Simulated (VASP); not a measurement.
# AlN (F-43m) in VASP: notebook

Aim: see how the results for AlN move with the level of theory and the settings. Levels: PBE, PBEsol. Tasks: vibrations by perturbation theory, single point.

All numbers are computed with VASP 6.6.1; they aren't measurements. Logs are shortened: lines on timing, memory, paths and dates and some standing lists are left out, and cuts for length are marked.

## Step 1: The cell of the first run

Symmetry: F-43m, No. 216, cubic system. The conventional cell has a = 4.183 Å, b = 4.183 Å, c = 4.183 Å, α = 90.00°, β = 90.00°, γ = 90.00°. Within 2.4 Å of Al (site symmetry -43m) lie 4 N at 1.81 Å. Within 2.4 Å of N (site symmetry -43m) lie 4 Al at 1.81 Å.

## Step 2: Vibrations by perturbation theory, PBE

INCAR reads:

```
PREC = Accurate
ENCUT = 520
EDIFF = 1E-8
ISMEAR = 0
SIGMA = 0.01
LREAL = F
LASPH = T
NELM = 80
ALGO = Normal
ISIF = 2
LWAVE = F
LCHARG = F
GGA = PE
NBANDS = 11
IBRION = 8
NSW = 1
LEPSILON = T
```

KPOINTS reads:

```
regular mesh
0
Gamma
  10 10 10
```

POSCAR reads:

```
AlN
1.0
    0.0000000000      2.0913710329      2.0913710329
    2.0913710329      0.0000000000      2.0913710329
    2.0913710329      2.0913710329      0.0000000000
Al N
1 1
Direct
    0.0000000000      0.0000000000      0.0000000000
    0.7500000000      0.7500000000      0.7500000000
```

Potentials or basis: VASP PAW PBE potentials, release 64 (Al, N).

Command:

```bash
cat potpaw_PBE.64/Al/POTCAR potpaw_PBE.64/N/POTCAR > POTCAR
mpirun -np 1 vasp_std > vasp.out
```

OUTCAR:

```text
PREC = Accurate
   ENCUT = 520
   EDIFF = 1E-8
   ISMEAR = 0
   LREAL = F
   LASPH = T
   NELM = 80
   ISIF = 2
   GGA = PE
   IBRION = 8
   NSW = 1
   LEPSILON = T

 ion  position               nearest neighbor table
   1  0.000  0.000  0.000-   2 1.81   2 1.81   2 1.81   2 1.81
   2  0.750  0.750  0.750-   1 1.81   1 1.81   1 1.81   1 1.81

  LATTYP: Found a face centered cubic cell.
 ALAT       =     4.1827420658

  Lattice vectors:

 A1 = (   0.0000000000,   2.0913710329,   2.0913710329)
 A2 = (   2.0913710329,   0.0000000000,   2.0913710329)
 A3 = (   2.0913710329,   2.0913710329,   0.0000000000)

Analysis of symmetry for initial positions (statically):
=====================================================================
 Subroutine PRICEL returns:
 Original cell was already a primitive cell.

 Routine SETGRP: Setting up the symmetry group for a
 face centered cubic supercell.

 Subroutine GETGRP returns: Found 24 space group operations
 (whereof 24 operations were pure point group operations)
 out of a pool of 48 trial point group operations.

The static configuration has the point symmetry T_d .

Analysis of symmetry for dynamics (positions and initial velocities):
=====================================================================
 Subroutine PRICEL returns:
 Original cell was already a primitive cell.

 Routine SETGRP: Setting up the symmetry group for a
 face centered cubic supercell.

 Subroutine GETGRP returns: Found 24 space group operations
 (whereof 24 operations were pure point group operations)
 out of a pool of 48 trial point group operations.

The dynamic configuration has the point symmetry T_d .

 Subroutine INISYM returns: Found 24 space group operations
 (whereof 24 operations are pure point group operations),
 and found     1 'primitive' translations

----------------------------------------------------------------------------------------
[... 567 lines left out ...]
     0.00000  0.00038 17.41618
     0.00000 17.41618  0.00038

 MACROSCOPIC STATIC DIELECTRIC TENSOR (including local field effects in DFT)
 ------------------------------------------------------
           4.389157    -0.000000    -0.000000
          -0.000000     4.389157    -0.000000
           0.000000     0.000000     4.389157
 ------------------------------------------------------

 PIEZOELECTRIC TENSOR (including local field effects)  for field in x, y, z        (e  Angst)
          XX          YY          ZZ          XY          YZ          ZX
  --------------------------------------------------------------------------------
  x    -0.00000     0.00000     0.00000     0.00000     0.64064     0.00000
  y     0.00000    -0.00000     0.00000     0.00000     0.00000     0.64064
  z     0.00000    -0.00000     0.00000     0.64064     0.00000     0.00000

 PIEZOELECTRIC TENSOR (including local field effects)  for field in x, y, z        (C/m^2)
          XX          YY          ZZ          XY          YZ          ZX
  --------------------------------------------------------------------------------
  x    -0.00000     0.00000     0.00000     0.00000     0.56105     0.00000
  y     0.00000    -0.00000     0.00000     0.00000     0.00000     0.56105
  z     0.00000    -0.00000     0.00000     0.56105     0.00000     0.00000

 BORN EFFECTIVE CHARGES (including local field effects) (in |e|, cummulative output)
 ---------------------------------------------------------------------------------
 ion    1
    1     2.51682     0.00000     0.00000
    2     0.00000     2.51682     0.00000
    3    -0.00000    -0.00000     2.51682
 ion    2
    1    -2.51682     0.00000    -0.00000
    2     0.00000    -2.51682     0.00000
    3     0.00000     0.00000    -2.51682

 INTERNAL STRAIN TENSOR FOR ION    2 for displacements in x,y,z  (eV/Angst):
          X           Y           Z          XY          YZ          ZX
  --------------------------------------------------------------------------------
  x    -0.00000    -0.00000    -0.00000     0.00000    17.41618     0.00000
  y    -0.00000    -0.00000    -0.00000     0.00000     0.00000    17.41618
  z    -0.00000    -0.00000    -0.00000    17.41618     0.00000     0.00000

 SECOND DERIVATIVES (NOT SYMMETRIZED)
 ------------------------------------
               1X          1Y          1Z          2X          2Y          2Z
  1X   -21.102782    0.000000    0.000000   21.102782    0.000000    0.000000
  1Y     0.000000  -21.102782    0.000000    0.000000   21.102782    0.000000
  1Z     0.000000    0.000000  -21.102782    0.000000    0.000000   21.102782
  2X    21.108278    0.000000    0.000000  -21.108278    0.000000    0.000000
  2Y     0.000000   21.108278    0.000000    0.000000  -21.108278    0.000000
  2Z     0.000000    0.000000   21.108278    0.000000    0.000000  -21.108278

 Eigenvectors and eigenvalues of the dynamical matrix
 ----------------------------------------------------

   1 f  =   23.656247 THz   148.636582 2PiTHz  789.087453 cm-1    97.834331 meV
             X         Y         Z           dx          dy          dz
      0.000000  0.000000  0.000000    -0.584448    0.000000    0.000000
      3.137057  3.137057  3.137057     0.811431    0.000000    0.000000
[... 21 lines left out ...]
   6 f/i=    0.001461 THz     0.009178 2PiTHz    0.048726 cm-1     0.006041 meV
             X         Y         Z           dx          dy          dz
      0.000000  0.000000  0.000000     0.000000    0.000000    0.811431
      3.137057  3.137057  3.137057     0.000000    0.000000    0.584448

--------------------------------------------------------------------------------------------------------

 MACROSCOPIC STATIC DIELECTRIC TENSOR IONIC CONTRIBUTION
 ------------------------------------------------------
           2.968586    -0.000000     0.000000
          -0.000000     2.968586    -0.000000
           0.000000    -0.000000     2.968586
 ------------------------------------------------------

 ELASTIC MODULI CONTR FROM IONIC RELAXATION (kBar)
 Direction    XX          YY          ZZ          XY          YZ          ZX
 --------------------------------------------------------------------------------
 XX          -0.0000      0.0000      0.0000      0.0000     -0.0000      0.0000
 YY           0.0000     -0.0000      0.0000      0.0000      0.0000     -0.0000
 ZZ           0.0000      0.0000     -0.0000     -0.0000      0.0000      0.0000
 XY           0.0000      0.0000     -0.0000  -1212.3248      0.0000      0.0000
 YZ          -0.0000      0.0000      0.0000      0.0000  -1212.3248      0.0000
 ZX           0.0000     -0.0000      0.0000      0.0000      0.0000  -1212.3248
 --------------------------------------------------------------------------------

 PIEZOELECTRIC TENSOR IONIC CONTR  for field in x, y, z        (C/m^2)
          XX          YY          ZZ          XY          YZ          ZX
  --------------------------------------------------------------------------------
  x    -0.00000     0.00000     0.00000    -0.00000    -1.78508     0.00000
  y     0.00000    -0.00000     0.00000     0.00000     0.00000    -1.78508
  z     0.00000     0.00000    -0.00000    -1.78508     0.00000     0.00000
```

OSZICAR:

```text
N       E                     dE             d eps       ncg     rms          rms(c)
DAV:   1     0.122973155541E+02    0.12297E+02   -0.40457E+03  1034   0.617E+02
DAV:   2    -0.162946067586E+02   -0.28592E+02   -0.27511E+02  1210   0.145E+02
[... 140 lines left out ...]
RMM:   6    -0.242328045447E+00   -0.22736E-04   -0.25554E-07  6509   0.311E-03    0.120E-03
RMM:   7    -0.242324432136E+00    0.36133E-05   -0.88739E-08  6445   0.118E-03    0.103E-04
RMM:   8    -0.242323466322E+00    0.96581E-06   -0.48996E-09  6670   0.129E-04    0.542E-05
RMM:   9    -0.242323406526E+00    0.59796E-07   -0.27582E-10  6739   0.664E-05    0.525E-06
RMM:  10    -0.242323444096E+00   -0.37570E-07   -0.10534E-10  7052   0.216E-05    0.171E-06
RMM:  11    -0.242323446637E+00   -0.25415E-08    0.26394E-09  6053   0.204E-05    0.222E-07
 Linear response finished
```

Run time: 68 s. Hardware: 1 thread of Intel Xeon 6975P-C (Granite Rapids), shared host; peak memory 0.21 GiB.

Results:

| Property | Result |
| --- | --- |
| Electronic dielectric tensor (diagonal) | 4.39 |
| Born charges (mean of the diagonal) | Al +2.52; N -2.52 e |
| Highest phonon frequency at Γ, LO-TO splitting left out | 789 cm⁻¹ |

Phonon frequencies in cm⁻¹ (negative: imaginary):
```csv
q point,frequencies
"(0.000, 0.000, 0.000)",0 0 0 789 789 789
```

Electronic dielectric tensor:
```
4.39 0.00 0.00
0.00 4.39 0.00
0.00 0.00 4.39
```

Born effective charge tensors (e):
atom 1, Al
```
2.52 0.00 0.00
0.00 2.52 0.00
0.00 0.00 2.52
```
atom 2, N
```
-2.52  0.00  0.00
 0.00 -2.52  0.00
 0.00  0.00 -2.52
```

Caveat: the cell stands under pressure or tension, which shifts response properties.

## Step 3: Single point, PBEsol

This run uses another cell than the first one, of 10.67 Å³/atom.

POSCAR reads:

```
AlN
1.0
    0.0000000000      2.2015871044      2.2015871044
    2.2015871044      0.0000000000      2.2015871044
    2.2015871044      2.2015871044      0.0000000000
Al N
1 1
Direct
    0.0000000000      0.0000000000      0.0000000000
    0.7500000000      0.7500000000      0.7500000000
```

INCAR.step1 reads:

```
PREC     = Accurate       # precision mode
ENCUT    = 520            # plane-wave cutoff, eV
EDIFF    = 1E-6           # SCF threshold, eV
ISMEAR   = 0              # smearing method
SIGMA    = 0.02           # smearing width, eV
LREAL    = F              # projectors in reciprocal space
LASPH    = T              # aspherical terms in the spheres
NELM     = 80             # most SCF steps
ALGO     = Normal         # electronic algorithm
ISIF     = 2              # what is computed and relaxed
LWAVE    = F              # write WAVECAR
LCHARG   = T              # write CHGCAR
GGA      = PS             # functional
NBANDS   = 11             # bands
```

KPOINTS.step1 reads:

```
Automatic mesh
0
Gamma
  10 10 10
```

INCAR.step2 reads:

```
PREC     = Accurate       # precision mode
ENCUT    = 520            # plane-wave cutoff, eV
EDIFF    = 1E-6           # SCF threshold, eV
ISMEAR   = -5             # smearing method
SIGMA    = 0.02           # smearing width, eV
LREAL    = F              # projectors in reciprocal space
LASPH    = T              # aspherical terms in the spheres
NELM     = 80             # most SCF steps
ALGO     = Normal         # electronic algorithm
ISIF     = 2              # what is computed and relaxed
LWAVE    = F              # write WAVECAR
LCHARG   = F              # write CHGCAR
GGA      = PS             # functional
LORBIT   = 11             # projections on sites
NBANDS   = 11             # bands
NEDOS    = 1001           # points of the DOS
ICHARG   = 11             # starting density
```

KPOINTS.step2 reads:

```
Automatic mesh
0
Gamma
  15 15 15
```

Potentials or basis: VASP PAW PBE potentials, release 64 (Al, N).

Command:

```bash
cat potpaw_PBE.64/Al/POTCAR potpaw_PBE.64/N/POTCAR > POTCAR
cp INCAR.step1 INCAR
cp KPOINTS.step1 KPOINTS
mpirun -np 1 vasp_std > vasp.out
cp INCAR.step2 INCAR
cp KPOINTS.step2 KPOINTS
mpirun -np 1 vasp_std > vasp.out
```

It took 28 s on 1 thread of AMD EPYC 7R43 (Zen 3), shared host; peak memory 0.11 GiB.

Results (log left out):

| Item | Value |
| --- | --- |
| Valence electrons inside the program's atomic spheres | Al 0.80; N 3.82 |

Levels at points of the mesh, in eV from the valence-band top:
| k point | band 1 | band 2 | band 3 | band 4 | band 5 | band 6 | band 7 | band 8 | band 9 |
| --- | --- | --- | --- | --- | --- | --- | --- | --- | --- |
| (0.00, 0.00, 0.00) | -14.82 | 0.00 | 0.00 | 0.00 | 3.92 | 12.23 | 12.23 | 12.23 | 17.40 |

Caveat: the PAW data sets were made with another functional, which shifts forces and pressure a little.
